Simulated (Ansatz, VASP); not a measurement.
## Pd in VASP and in Ansatz

```
Pd
1.0
    -1.54243    1.54243    1.54243
     1.54243   -1.54243    1.54243
     1.54243    1.54243   -1.54243
Pd
1
Direct
  0.00000 0.00000 0.00000
```

Alike in both runs: functional PBEsol; k mesh 14 × 14 × 14; occupations fermi-dirac, width 0.05 eV; collinear spin.

Ansatz relaxed the structure, and its values are those at the end. VASP's run is a single point on that final structure, the one shown.

```csv
,VASP,Ansatz
version,VASP 6.6.1,Ansatz 0.2.0
potentials or method,"VASP PAW PBE potentials, release 64 (Pd), cutoff 500 eV","plane waves (420 eV) with PAW, scalar-relativistic"
valence electrons in the cell,10,18
```

```tsv
	VASP	Ansatz	Ansatz less VASP
pressure (GPa)	-0.3	0.0	+0.34
net moment per atom (μB)	0.00	0.00	0.000
```

VASP's potentials were made for PBE, not for PBEsol, and Ansatz warns of the same on its side. VASP's potentials hold 10 valence electrons a cell and Ansatz's 18, so a difference there can come from the potentials and not from the codes. Ansatz's warnings: seeded moment not kept.
